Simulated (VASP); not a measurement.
# RbBr (Pm-3m) in VASP: elastic constants with PBEsol

Aim: the elastic constants of RbBr with PBEsol.

Everything below comes from runs of VASP 6.6.1. Logs are shortened: lines on timing, memory, paths and dates and some standing lists are left out, and cuts for length are marked.

### 1 The cell of the first run

The structure is cubic, space group Pm-3m (No. 221). Conventional cell: a = 3.991 Å, b = 3.991 Å, c = 3.991 Å, α = 90.00°, β = 90.00°, γ = 90.00°. Within 4.5 Å of Rb (site symmetry m-3m) lie 8 Br at 3.46 Å and 6 Rb at 3.99 Å. Br (site symmetry m-3m) has 8 Rb at 3.46 Å and 6 Br at 3.99 Å within 4.5 Å.

### 2 Elastic constants, PBEsol

INCAR

```
  ALGO = Normal
  EDIFF = 1E-8
  ENCUT = 600
  GGA = PS
  IBRION = 6
  ISIF = 3
  ISMEAR = 0
  LASPH = T
  LCHARG = F
  LREAL = F
  LWAVE = F
  NBANDS = 15
  NELM = 60
  NFREE = 2
  NSW = 1
  POTIM = 0.015
  PREC = Accurate
  SIGMA = 0.01
```

KPOINTS

```
k-points
0
Gamma
  6 6 6
```

POSCAR

```
RbBr
1.0
    3.9911000000      0.0000000000      0.0000000000
    0.0000000000      3.9911000000      0.0000000000
    0.0000000000      0.0000000000      3.9911000000
Rb Br
1 1
Direct
    0.0000000000      0.0000000000      0.0000000000
    0.5000000000      0.5000000000      0.5000000000
```

Potentials or basis: VASP PAW PBE potentials, release 64 (Rb_sv, Br).

Run with:

```bash
$ cat potpaw_PBE.64/Rb_sv/POTCAR potpaw_PBE.64/Br/POTCAR > POTCAR
$ mpirun -np 1 vasp_std > vasp.out
```

OUTCAR:

```text
EDIFF = 1E-8
   ENCUT = 600
   GGA = PS
   IBRION = 6
   ISIF = 3
   ISMEAR = 0
   LASPH = T
   LREAL = F
   NELM = 60
   NFREE = 2
   NSW = 1
   POTIM = 0.015
   PREC = Accurate

 ion  position               nearest neighbor table
   1  0.000  0.000  0.000-   2 3.46   2 3.46   2 3.46   2 3.46   2 3.46   2 3.46   2 3.46   2 3.46

   2  0.500  0.500  0.500-   1 3.46   1 3.46   1 3.46   1 3.46   1 3.46   1 3.46   1 3.46   1 3.46

  LATTYP: Found a simple cubic cell.
 ALAT       =     3.9911000000

  Lattice vectors:

 A1 = (   3.9911000000,   0.0000000000,   0.0000000000)
 A2 = (   0.0000000000,   3.9911000000,   0.0000000000)
 A3 = (   0.0000000000,   0.0000000000,   3.9911000000)

Analysis of symmetry for initial positions (statically):
=====================================================================
 Subroutine PRICEL returns:
 Original cell was already a primitive cell.

 Routine SETGRP: Setting up the symmetry group for a
 simple cubic supercell.

 Subroutine GETGRP returns: Found 48 space group operations
 (whereof 48 operations were pure point group operations)
 out of a pool of 48 trial point group operations.

The static configuration has the point symmetry O_h .

Analysis of symmetry for dynamics (positions and initial velocities):
=====================================================================
 Subroutine PRICEL returns:
 Original cell was already a primitive cell.

 Routine SETGRP: Setting up the symmetry group for a
 simple cubic supercell.

 Subroutine GETGRP returns: Found 48 space group operations
 (whereof 48 operations were pure point group operations)
 out of a pool of 48 trial point group operations.

The dynamic configuration has the point symmetry O_h .

 Subroutine INISYM returns: Found 48 space group operations
 (whereof 48 operations are pure point group operations),
 and found     1 'primitive' translations

----------------------------------------------------------------------------------------

                                     Primitive cell

  volume of cell :      63.5737

  direct lattice vectors                    reciprocal lattice vectors
     3.991100000  0.000000000  0.000000000     0.250557490  0.000000000  0.000000000
     0.000000000  3.991100000  0.000000000     0.000000000  0.250557490  0.000000000
     0.000000000  0.000000000  3.991100000     0.000000000  0.000000000  0.250557490

  length of vectors
     3.991100000  3.991100000  3.991100000     0.250557490  0.250557490  0.250557490

  position of ions in fractional coordinates (direct lattice)
     0.000000000  0.000000000  0.000000000
     0.500000000  0.500000000  0.500000000

  ion indices of the primitive-cell ions
   primitive index   ion index
                 1           1
                 2           2

----------------------------------------------------------------------------------------

 KPOINTS: k-points

Automatic generation of k-mesh.
 Grid dimensions read from file:
 generate k-points for:    6    6    6

 Generating k-lattice:

  Cartesian coordinates                     Fractional coordinates (reciprocal lattice)
     0.041759582  0.000000000  0.000000000     0.166666667  0.000000000  0.000000000
     0.000000000  0.041759582  0.000000000     0.000000000  0.166666667  0.000000000
     0.000000000  0.000000000  0.041759582     0.000000000  0.000000000  0.166666667

  Length of vectors
     0.041759582  0.041759582  0.041759582

  Shift w.r.t. Gamma in fractional coordinates (k-lattice)
     0.000000000  0.000000000  0.000000000

[... 217 lines left out ...]
      8      -0.2725      2.00000
      9       4.1367      0.00000
     10       5.0730      0.00000
     11       5.1428      0.00000
     12       9.9219      0.00000
     13      10.0738      0.00000
     14      10.0738      0.00000
[... 401 lines left out ...]
      2     -13.0336      2.00000
      3      -9.2118      2.00000
      4      -8.9623      2.00000
      5      -8.9623      2.00000
      6      -2.2760      2.00000
      7      -0.4963      2.00000
      8      -0.4963      2.00000
      9       6.6231      0.00000
     10       7.3364      0.00000
     11       8.0630      0.00000
     12       8.3704      0.00000
     13       9.9666      0.00000
     14       9.9666      0.00000
     15      10.9072      0.00000

 [... further k-points ...]

[... ionic steps 4 to 14 ...]

--------------------------------------- Ionic step       15  -------------------------------------------

 number of electron      15.9999997 magnetization

------------------------ aborting loop because EDIFF is reached ----------------------------------------
[... 67 lines left out ...]
--------------------------------------- Ionic step       17  -------------------------------------------

 number of electron      15.9999998 magnetization

 Free energy of the ion-electron system (eV)
  ---------------------------------------------------
  ext. energy  EPLUGINS =         0.00000000
  ---------------------------------------------------
  free energy    TOTEN  =        -6.28512992 eV

  energy without entropy =       -6.28512992  energy(sigma->0) =       -6.28512992

 E-fermi :  -0.2126     XC(G=0):  -8.5642

 val. band max:       -0.2595150695   @ k =   0.0000   0.5000   0.5000
 cond. band min:       3.9962002791   @ k =   0.0000   0.0000   0.0000
 fundamental gap:      4.2557153486
 Fermi energy:        -0.2126472242

 k-point     1 :       0.0000    0.0000    0.0000
  band No.  band energies     occupation
      1     -25.1643      2.00000
      2     -13.0792      2.00000
      3      -9.1386      2.00000
      4      -9.1386      2.00000
      5      -9.1386      2.00000
      6      -0.4162      2.00000
      7      -0.4161      2.00000
      8      -0.4161      2.00000
      9       3.9962      0.00000
     10       5.0501      0.00000
     11       5.0508      0.00000
     12       9.9008      0.00000
     13       9.9013      0.00000
     14       9.9013      0.00000
[... 401 lines left out ...]
      2     -13.0682      2.00000
      3      -9.2515      2.00000
      4      -9.1208      2.00000
      5      -9.1042      2.00000
      6      -1.1597      2.00000
      7      -0.7642      2.00000
      8      -0.4549      2.00000
      9       5.2323      0.00000
     10       5.7039      0.00000
     11       6.1966      0.00000
     12       9.1321      0.00000
     13       9.4024      0.00000
     14      10.5941      0.00000
     15      11.6770      0.00000

 [... further k-points ...]

------------------------ aborting loop because EDIFF is reached ----------------------------------------

  FORCE on cell =-STRESS in cart. coord.  units (eV):
  Direction    XX          YY          ZZ          XY          YZ          ZX
  --------------------------------------------------------------------------------------
  -------------------------------------------------------------------------------------
  Total        0.5091610      0.5095119      0.5095119      0.0000000     -0.0000000     -0.0000000
  in kB       12.8318082     12.8406514     12.8406514      0.0000000     -0.0000000     -0.0000000
  external PRESSURE =      12.8377036 kB  Pullay stress =       0.0000000 kB
[... 17 lines left out ...]
  FREE ENERGIE OF THE ION-ELECTRON SYSTEM (eV)
  ---------------------------------------------------
  free  energy   TOTEN  =        -6.2851299158 eV

  energy  without entropy=       -6.2851299158  energy(sigma->0) =       -6.28512992

 INTERNAL STRAIN TENSORS FROM STRAINED CELLS
 ============================================

 INTERNAL STRAIN TENSOR FOR ION    1 for displacements in x,y,z  (eV/Angst):
          X           Y           Z          XY          YZ          ZX
  --------------------------------------------------------------------------------
  x     0.00000     0.00000     0.00000     0.00000     0.00000     0.00000
  y     0.00000     0.00000     0.00000     0.00000     0.00000     0.00000
  z     0.00000     0.00000     0.00000     0.00000     0.00000     0.00000

 INTERNAL STRAIN TENSORS FROM DISPLACED ATOMS
 ============================================

 INTERNAL STRAIN TENSOR FOR ION    1 for displacements in x,y,z  (eV/Angst):
          X           Y           Z          XY          YZ          ZX
  --------------------------------------------------------------------------------
  x     0.00000     0.00000     0.00000     0.00000     0.00000     0.00000
  y     0.00000     0.00000     0.00000     0.00000     0.00000     0.00000
  z     0.00000     0.00000     0.00000     0.00000     0.00000     0.00000

 INTERNAL STRAIN TENSOR FOR ION    2 for displacements in x,y,z  (eV/Angst):
          X           Y           Z          XY          YZ          ZX
  --------------------------------------------------------------------------------
  x     0.00000     0.00000     0.00000     0.00000     0.00000     0.00000
  y     0.00000     0.00000     0.00000     0.00000     0.00000     0.00000
  z     0.00000     0.00000     0.00000     0.00000     0.00000     0.00000

 Eigenvectors and eigenvalues of the dynamical matrix
 ----------------------------------------------------

   1 f  =    2.688808 THz    16.894277 2PiTHz   89.688973 cm-1    11.120010 meV
             X         Y         Z           dx          dy          dz
      0.000000  0.000000  0.000000    -0.132714    0.683800    0.000000
      1.995550  1.995550  1.995550     0.136704   -0.704356    0.000000
[... 21 lines left out ...]
   6 f/i=    0.005428 THz     0.034105 2PiTHz    0.181059 cm-1     0.022448 meV
             X         Y         Z           dx          dy          dz
      0.000000  0.000000  0.000000     0.717493   -0.002964   -0.000589
      1.995550  1.995550  1.995550     0.696553   -0.002877   -0.000572

--------------------------------------------------------------------------------------------------------

 ELASTIC MODULI CONTR FROM IONIC RELAXATION (kBar)
 Direction    XX          YY          ZZ          XY          YZ          ZX
 --------------------------------------------------------------------------------
 XX           0.0000      0.0000      0.0000      0.0000      0.0000      0.0000
 YY           0.0000      0.0000      0.0000      0.0000      0.0000      0.0000
 ZZ           0.0000      0.0000      0.0000      0.0000      0.0000      0.0000
 XY           0.0000      0.0000      0.0000      0.0000      0.0000      0.0000
 YZ           0.0000      0.0000      0.0000      0.0000      0.0000      0.0000
 ZX           0.0000      0.0000      0.0000      0.0000      0.0000      0.0000
 --------------------------------------------------------------------------------

 TOTAL ELASTIC MODULI (kBar)
 Direction    XX          YY          ZZ          XY          YZ          ZX
 --------------------------------------------------------------------------------
 XX         436.0582    112.7852    112.7852     -0.0000     -0.0000      0.0000
 YY         112.7852    436.0582    112.7852     -0.0000      0.0000      0.0000
 ZZ         112.7852    112.7852    436.0582      0.0000     -0.0000      0.0000
 XY          -0.0000     -0.0000      0.0000    112.6277      0.0000      0.0000
 YZ          -0.0000      0.0000     -0.0000      0.0000    112.6277      0.0000
 ZX           0.0000      0.0000      0.0000      0.0000      0.0000    112.6277
 --------------------------------------------------------------------------------
```

Run time: 6.3 min. Hardware: 1 thread of Intel Xeon Platinum 8259CL at 2.50GHz (Skylake/Cascade Lake), shared host; peak memory 0.3 GiB.

What came out:

* Elastic constants C11, C12, C44: 44, 11, 11 GPa
* Voigt bulk modulus: 22 GPa
* Highest phonon frequency at Γ, LO-TO splitting left out: 90 cm⁻¹

Phonon frequencies in cm⁻¹ (negative: imaginary):
```tsv
q point	frequencies
(0.000, 0.000, 0.000)	0 0 0 90 90 90
```

Elastic tensor in Voigt notation (GPa, in the Cartesian axes of the cell as first typed):
```
44 11 11  0  0  0
11 44 11  0  0  0
11 11 44  0  0  0
 0  0  0 11  0  0
 0  0  0  0 11  0
 0  0  0  0  0 11
```

Clamped-ion elastic tensor (GPa):
```
44 11 11  0  0  0
11 44 11  0  0  0
11 11 44  0  0  0
 0  0  0 11  0  0
 0  0  0  0 11  0
 0  0  0  0  0 11
```

Caveat: the cell is under stress, which shifts elastic constants; the PAW data sets were made with another functional, which shifts forces and pressure a little.
